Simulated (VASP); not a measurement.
A run of VASP 6.6.1:

File INCAR:

```
SYSTEM = KI
PREC = Accurate
ENCUT = 400
EDIFF = 1E-8
ISMEAR = -1
SIGMA = 0.02
LREAL = .FALSE.
LASPH = .TRUE.
NELM = 120
ALGO = Normal
ISIF = 2
LWAVE = .FALSE.
LCHARG = .FALSE.
GGA = PE
LEFG = .TRUE.
NBANDS = 15
GGA_COMPAT = .FALSE.
```

File KPOINTS:

```
Automatic mesh
0
G
  6 6 6
  0 0 0
```

Contents of POSCAR:

```
KI
1.0
    0.0000000000      3.5478920710      3.5478920710
    3.5478920710      0.0000000000      3.5478920710
    3.5478920710      3.5478920710      0.0000000000
K I
1 1
Direct
    0.0000000000      0.0000000000      0.0000000000
    0.5000000000      0.5000000000      0.5000000000
```

Potentials or basis: VASP PAW PBE potentials, release 64 (K_sv, I).

The run is started by

```console
$ cat potpaw_PBE.64/K_sv/POTCAR potpaw_PBE.64/I/POTCAR > POTCAR
$ mpirun -np 1 vasp_std > vasp.out
```

Hardware: 1 thread of Intel(R) Xeon(R) Platinum 8488C (Sapphire Rapids), on a shared host.

Task: How long does it take, and how much memory?

Result: It took 27 s on 1 thread of Intel(R) Xeon(R) Platinum 8488C (Sapphire Rapids) (shared host), peak memory 0.21 GiB. Counts: scf iterations 18, k points 16.
